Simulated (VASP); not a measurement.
# ZnSe (I-4m2) in VASP: notebook

The runs below take ZnSe through single point, with PBEsol.

All numbers are computed with VASP 6.6.1; they aren't measurements. Logs are shortened: lines on timing, memory, paths and dates and some standing lists are left out, and cuts for length are marked.

## Step 1: The cell of the first run

Symmetry: I-4m2, No. 119, tetragonal system. Conventional cell: a = 4.222 Å, b = 4.222 Å, c = 5.207 Å, α = 90.00°, β = 90.00°, γ = 90.00°. Zn (site symmetry -4m2) has 4 Se at 2.48 Å within 3.3 Å. Within 3.3 Å of Se (site symmetry -4m2) lie 4 Zn at 2.48 Å.

## Step 2: Single point, PBEsol

INCAR reads:

```
PREC     = Accurate       # precision mode
ENCUT    = 520            # plane-wave cutoff, eV
EDIFF    = 1E-6           # SCF threshold, eV
ISMEAR   = 0              # smearing method
SIGMA    = 0.02           # smearing width, eV
LREAL    = False          # projectors in reciprocal space
LASPH    = True           # aspherical terms in the spheres
NELM     = 100            # most SCF steps
ALGO     = Normal         # electronic algorithm
ISIF     = 2              # what is computed and relaxed
LWAVE    = False          # write WAVECAR
LCHARG   = False          # write CHGCAR
GGA      = PS             # functional
NBANDS   = 26             # bands
```

KPOINTS reads:

```
regular mesh
0
Gamma
  8 8 6
```

POSCAR reads:

```
ZnSe
1.0
    2.9856210897      2.9856210897      0.0000000000
   -2.9856210897      2.9856210897      0.0000000000
    0.0000000000      0.0000000000      5.2071356861
Zn Se
2 2
Direct
    0.0000000000      0.0000000000      0.0000000000
    0.5000000000      0.5000000000      0.5000000000
    0.5000000000      0.0000000000      0.2500000000
    0.0000000000      0.5000000000      0.7500000000
```

Potentials or basis: VASP PAW PBE potentials, release 64 (Zn, Se).

The run is started by

```sh
cat potpaw_PBE.64/Zn/POTCAR potpaw_PBE.64/Se/POTCAR > POTCAR
mpirun -np 1 vasp_std > vasp.out
```

OUTCAR:

```text
PREC = Accurate
   ENCUT = 520
   EDIFF = 1E-6
   ISMEAR = 0
   LREAL = False
   LASPH = True
   NELM = 100
   ISIF = 2
   GGA = PS

 ion  position               nearest neighbor table
   1  0.000  0.000  0.000-   3 2.48   4 2.48   4 2.48   3 2.48
   2  0.500  0.500  0.500-   3 2.48   4 2.48   3 2.48   4 2.48
   3  0.500  0.000  0.250-   1 2.48   2 2.48   2 2.48   1 2.48
   4  0.000  0.500  0.750-   1 2.48   2 2.48   1 2.48   2 2.48

  LATTYP: Found a simple tetragonal cell.
 ALAT       =     4.2223058372
 C/A-ratio  =     1.2332445557

  Lattice vectors:

 A1 = (   2.9856210897,   2.9856210897,   0.0000000000)
 A2 = (  -2.9856210897,   2.9856210897,   0.0000000000)
 A3 = (   0.0000000000,   0.0000000000,   5.2071356861)

Analysis of symmetry for initial positions (statically):
=====================================================================
 Subroutine PRICEL returns following result:

  LATTYP: Found a body centered tetragonal cell.
 ALAT       =     4.2223058372
 C/A-ratio  =     1.2332445557

  Lattice vectors:

 A1 = (   0.0000000000,  -2.9856210897,  -2.6035678430)
 A2 = (   0.0000000000,   2.9856210897,  -2.6035678431)
 A3 = (   2.9856210897,   0.0000000000,   2.6035678430)

   2 primitive cells build up your supercell.

 Routine SETGRP: Setting up the symmetry group for a
 simple tetragonal supercell.

 Subroutine GETGRP returns: Found  8 space group operations
 (whereof  8 operations were pure point group operations)
 out of a pool of 16 trial point group operations.

The static configuration has the point symmetry D_2d.

Analysis of symmetry for dynamics (positions and initial velocities):
=====================================================================
 Subroutine PRICEL returns following result:

  LATTYP: Found a body centered tetragonal cell.
 ALAT       =     4.2223058372
 C/A-ratio  =     1.2332445557

  Lattice vectors:

 A1 = (   0.0000000000,  -2.9856210897,  -2.6035678430)
 A2 = (   0.0000000000,   2.9856210897,  -2.6035678431)
 A3 = (   2.9856210897,   0.0000000000,   2.6035678430)

   2 primitive cells build up your supercell.

 Routine SETGRP: Setting up the symmetry group for a
[... 99 lines left out ...]
   ICHARG =      2    charge: 1-file 2-atom 10-const
   ISPIN  =      1    spin polarized calculation?
   LNONCOLLINEAR =      F non collinear calculations
   LSORBIT =      F    spin-orbit coupling
   LASPH  =      T    aspherical Exc in radial PAW
   ENCUT  =  520.0 eV  38.22 Ry    6.18 a.u.   7.85  7.85  9.68*2*pi/ulx,y,z
   NELM   =    100;   NELMIN=  2; NELMDL= -5     # of ELM steps
   EDIFF  = 0.1E-05   stopping-criterion for ELM
   LREAL  =      F    real-space projection
   EDIFFG = 0.1E-04   stopping-criterion for IOM
   NSW    =      0    number of steps for IOM
   IBRION =     -1    ionic relax: 0-MD 1-quasi-New 2-CG
   NFREE  =      0    steps in history (QN), initial steepest desc. (CG)
   ISIF   =      2    stress and relaxation
   ISYM   =      2    0-nonsym 1-usesym 2-fastsym
   POTIM  = 0.5000    time-step for ionic-motion
   TEBEG  =    0.0;   TEEND  =   0.0 temperature during run
   PSTRESS=    0.0 pullay stress
   NELECT =      36.0000    total number of electrons
   NUPDOWN=      -1.0000    fix difference up-down
   EMIN   =  10.00;   EMAX   =-10.00  energy-range for DOS
   EFERMI =   0.00;   METHOD = LEGACY
   ISMEAR =     0;   SIGMA  =   0.02  broadening in eV -4-tet -1-fermi 0-gaus
   EFERMI_NEDOS =   21; number of points for ismear=-14 and -15
   IALGO  =     38    algorithm
   IMIX   =      4    mixing-type and parameters
     AMIX     =   0.40;   BMIX     =  1.00
     AMIX_MAG =   1.60;   BMIX_MAG =  1.00
  volume/ion in A,a.u.               =      23.21       156.62
  Fermi-wavevector in a.u.,A,eV,Ry     =   1.193831  2.256014 19.391470  1.425233
  Thomas-Fermi vector in A             =   2.329836
   LORBIT       =      0    0 simple, 1 ext, 2 COOP (PROOUT), +10 PAW based schemes
   GGA     = PS    functional components
   LHFCALC =     F    Hartree Fock is set to
   AEXX    =    0.0000 exact exchange contribution
   IVDW    =     0    specifies the selected vdW correction
   LEPSILON=     F    determine dielectric tensor
   LRPA    =     F    only Hartree local field effects (RPA)
 non-spin polarized calculation
 Gauss-broadening in eV      SIGMA  =   0.02
  energy-cutoff  :      520.00
  volume of cell :       92.83
 maximum number of plane-waves:      2522
 NGX is ok and might be reduce to    32
   NGX = 15   NGY = 15   NGZ = 19

 number of electron      36.0000007 magnetization

 Free energy of the ion-electron system (eV)
  ---------------------------------------------------
  ext. energy  EPLUGINS =         0.00000000
  ---------------------------------------------------
  free energy    TOTEN  =       -13.41608570 eV

  energy without entropy =      -13.41608570  energy(sigma->0) =      -13.41608570

 E-fermi :   1.6707     XC(G=0):  -9.4544

 val. band max:        1.5533732813   @ k =   0.0000   0.0000   0.0000
 cond. band min:       2.3406139603   @ k =   0.0000   0.0000   0.0000
 fundamental gap:      0.7872406790
 Fermi energy:         1.6707245549

 k-point     1 :       0.0000    0.0000    0.0000
  band No.  band energies     occupation
      1     -11.8086      2.00000
      2     -10.6635      2.00000
      3      -5.1629      2.00000
      4      -5.1629      2.00000
      5      -5.1300      2.00000
      6      -5.1147      2.00000
[... 685 lines left out ...]
     25       9.5154      0.00000
     26       9.5154      0.00000

 [... further k-points ...]

------------------------ aborting loop because EDIFF is reached ----------------------------------------

  FORCE on cell =-STRESS in cart. coord.  units (eV):
  Direction    XX          YY          ZZ          XY          YZ          ZX
  --------------------------------------------------------------------------------------
  -------------------------------------------------------------------------------------
  Total       -2.1217524     -2.1217524      0.1312602      0.0000000      0.0000000     -0.0000000
  in kB      -36.6190448    -36.6190448      2.2654032      0.0000000      0.0000000     -0.0000000
  external PRESSURE =     -23.6575622 kB  Pullay stress =       0.0000000 kB

 VOLUME and BASIS-vectors are now :
 -----------------------------------------------------------------------------
  energy-cutoff  :      520.00
  volume of cell :       92.83
      direct lattice vectors                 reciprocal lattice vectors
     2.985621090  2.985621090  0.000000000     0.167469342  0.167469342  0.000000000
    -2.985621090  2.985621090  0.000000000    -0.167469342  0.167469342  0.000000000
     0.000000000  0.000000000  5.207135686     0.000000000  0.000000000  0.192044160

 POSITION                                       TOTAL-FORCE (eV/Angst)
 -----------------------------------------------------------------------------------
      0.00000      0.00000      0.00000        -0.000000      0.000000     -0.000000
      0.00000      2.98562      2.60357        -0.000000      0.000000      0.000000
      1.49281      1.49281      1.30178         0.000000     -0.000000     -0.000000
     -1.49281      1.49281      3.90535         0.000000     -0.000000     -0.000000
 -----------------------------------------------------------------------------------
    total drift:                               -0.000000      0.000000     -0.000000

  FREE ENERGIE OF THE ION-ELECTRON SYSTEM (eV)
  ---------------------------------------------------
  free  energy   TOTEN  =       -13.4160856967 eV

  energy  without entropy=      -13.4160856967  energy(sigma->0) =      -13.41608570
```

OSZICAR:

```text
N       E                     dE             d eps       ncg     rms          rms(c)
DAV:   1     0.230923073260E+03    0.23092E+03   -0.16892E+04  3120   0.157E+03
DAV:   2     0.825825622282E+01   -0.22266E+03   -0.21378E+03  3180   0.332E+02
DAV:   3    -0.135930245123E+02   -0.21851E+02   -0.21656E+02  3772   0.104E+02
DAV:   4    -0.140381141908E+02   -0.44509E+00   -0.44436E+00  3550   0.147E+01
DAV:   5    -0.140408638360E+02   -0.27496E-02   -0.27492E-02  3722   0.115E+00    0.627E+00
DAV:   6    -0.134421164859E+02    0.59875E+00   -0.14815E+00  4138   0.327E+01    0.489E+00
DAV:   7    -0.134207746039E+02    0.21342E-01   -0.64698E-01  3354   0.515E+00    0.210E+00
DAV:   8    -0.134166080081E+02    0.41666E-02   -0.11952E-02  3496   0.121E+00    0.619E-01
DAV:   9    -0.134159966924E+02    0.61132E-03   -0.35096E-03  4004   0.101E+00    0.101E-01
DAV:  10    -0.134160448403E+02   -0.48148E-04   -0.52694E-04  3844   0.340E-01    0.398E-02
DAV:  11    -0.134160861656E+02   -0.41325E-04   -0.11151E-04  3248   0.748E-02    0.970E-03
DAV:  12    -0.134160854794E+02    0.68616E-06   -0.17243E-05  4426   0.503E-02    0.544E-03
DAV:  13    -0.134160856967E+02   -0.21726E-06   -0.57304E-06  3242   0.193E-02
   1 F= -.13416086E+02 E0= -.13416086E+02  d E =-.328172E-19
```

Run time: 2.9 min. Hardware: 1 thread of Intel Xeon 8259CL, shared host; peak memory 0.27 GiB.

Results:

| Item | Value |
| --- | --- |
| Free energy | -13.4161 eV |
| Pressure | -2.4 GPa |
| Band gap on the k mesh | 0.79 eV |

Caveat: the PAW data sets were made with another functional, which shifts forces and pressure a little.

## Step 3: Single point, PBEsol (biaxial strain in the a-b plane: +4.0 %)

INCAR reads:

```
SYSTEM = ZnSe
  PREC = Accurate
  ENCUT = 520
  EDIFF = 1E-6
  ISMEAR = 0
  SIGMA = 0.02
  LREAL = .FALSE.
  LASPH = .TRUE.
  NELM = 80
  ALGO = Normal
  ISIF = 2
  LWAVE = .FALSE.
  LCHARG = .FALSE.
  GGA = PS
  NBANDS = 26
```

KPOINTS reads:

```
regular mesh
0
G
  8 8 6
  0 0 0
```

POSCAR reads:

```
ZnSe
1.0
    2.9292886163      2.9292886163      0.0000000000
   -2.9292886163      2.9292886163      0.0000000000
    0.0000000000      0.0000000000      5.4980494030
Zn Se
2 2
Direct
    0.0000000000      0.0000000000      0.0000000000
    0.5000000000      0.5000000000      0.5000000000
    0.5000000000      0.0000000000      0.2500000000
    0.0000000000      0.5000000000      0.7500000000
```

Potentials or basis: VASP PAW PBE potentials, release 64 (Zn, Se).

The run is started by

```sh
cat potpaw_PBE.64/Zn/POTCAR potpaw_PBE.64/Se/POTCAR > POTCAR
mpirun -np 1 vasp_std > vasp.out
```

Run time: 3 min. Hardware: 1 thread of Intel Xeon 8259CL, shared host; peak memory 0.27 GiB.

The run converged. Its results:

```
Free energy            : -13.4775 eV
Pressure               : -2.9 GPa
Band gap on the k mesh : 0.88 eV
```

Stress tensor (GPa, compression positive):
```
-3.64  0.00  0.00
 0.00 -3.64  0.00
 0.00  0.00 -1.55
```

Levels at points of the mesh, in eV from the valence-band top:
```tsv
k point	band 15	band 16	band 17	band 18	band 19	band 20	band 21	band 22
(0.00, 0.00, 0.00)	-2.42	-0.20	-0.20	0.00	0.88	2.63	2.86	5.62
(0.50, 0.00, 0.00)	-2.39	-2.39	-1.18	-1.18	3.66	3.66	6.02	6.02
(0.50, 0.50, 0.00)	-2.14	-2.14	-2.03	-2.03	2.88	2.88	3.45	3.45
(0.00, 0.00, 0.50)	-1.46	-1.46	-1.46	-1.46	3.40	3.40	3.85	3.85
(0.50, 0.00, 0.50)	-1.12	-1.12	-0.78	-0.78	2.21	2.21	5.95	5.95
(0.50, 0.50, 0.50)	-2.74	-2.74	-2.69	-2.69	5.50	5.50	5.52	5.52
```

Caveat: the cell differs from its parent crystal (biaxial strain in the a-b plane: +4.0 %); the PAW data sets were made with another functional, which shifts forces and pressure a little.

(Continued in part 2 of 2.)
